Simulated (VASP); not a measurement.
MnHg, 2 atoms in the cell. The structure is cubic, space group Pm-3m (No. 221). Conventional cell: a = 3.315 Å, b = 3.315 Å, c = 3.315 Å, α = 90.00°, β = 90.00°, γ = 90.00°. Within 3.8 Å of Mn (site symmetry m-3m) lie 8 Hg at 2.87 Å and 6 Mn at 3.31 to 3.32 Å. Within 3.8 Å of Hg (site symmetry m-3m) lie 8 Mn at 2.87 Å and 6 Hg at 3.31 Å. 

| Quantity | Value |
| --- | --- |
| Program | VASP 6.6.1 |
| Task | single point |
| Functional | LDA |
| Potentials or basis | VASP PAW LDA potentials, release 64 (Mn_pv, Hg) |
| Cutoff | 520 eV |
| k mesh | 6 × 6 × 6 |
| Occupations | fermi-dirac, width 0.15 eV |
| Spin | collinear spin, ferromagnetic start |
| Starting moments | [4.0, 0.0] μB |
| Dipole correction | no |
| Further INCAR settings | ALGO = Normal; EDIFF = 1e-06; NBANDS = 24 |

Potentials or basis: VASP PAW LDA potentials, release 64 (Mn_pv, Hg).

Run with:

```bash
$ cat potpaw_LDA.64/Mn_pv/POTCAR potpaw_LDA.64/Hg/POTCAR > POTCAR
$ mpirun -np 1 vasp_std > vasp.out
```

Hardware: 1 thread of AMD EPYC 9R45 (Zen 5) (shared host).

Task: How long does it take, and how much memory?

Result: It took 14 s on 1 thread of AMD EPYC 9R45 (Zen 5) (shared host), peak memory 0.13 GiB. Counts: scf iterations 13, k points 20.
